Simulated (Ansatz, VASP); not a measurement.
# SnO2 in VASP and in Ansatz

```
Sn O
1.0
     1.74196    1.00572    4.13703
    -1.74196    1.00572    4.13703
     0.00000   -2.01144    4.13703
Sn O
1 2
Cartesian
  0.0000 0.0000 6.2055
  0.0000 0.0000 2.9435
  0.0000 0.0000 9.4675
```

Alike in both runs: task single point; functional r2SCAN; k mesh 12 × 12 × 12; occupations gaussian, width 0.05 eV; no spin polarisation.

|  | VASP | Ansatz |
| --- | --- | --- |
| version | VASP 6.6.1 | Ansatz 0.2.0 |
| potentials or method | VASP PAW PBE potentials, release 64 (Sn_d, O), cutoff 520 eV | scalar-relativistic, plane waves, PAW |
| valence electrons in the cell | 26 | 26 |

Ansatz gave:

```
gap on the k mesh at the Fermi level (eV)                     : 0.73
least direct gap on the mesh (eV)                             : 0.74
pressure (GPa)                                                : -19.1
traceless stress, the component that is largest in VASP (GPa) : 13.86
rms of the force components (eV/Å)                            : 0.056
```

**Question.** What did VASP give for the same quantities?

**Answer.** gap on the k mesh at the Fermi level (eV): 0.72; least direct gap on the mesh (eV): 0.74; pressure (GPa): -18.4; traceless stress, the component that is largest in VASP (GPa): 13.31; rms of the force components (eV/Å): 0.031.

VASP's potentials were made for PBE, not for r2SCAN. Atom by atom the forces differ by 0.025 eV/Å (rms over components). The functional is the same, so the differences come from potentials, cutoffs and numerics.
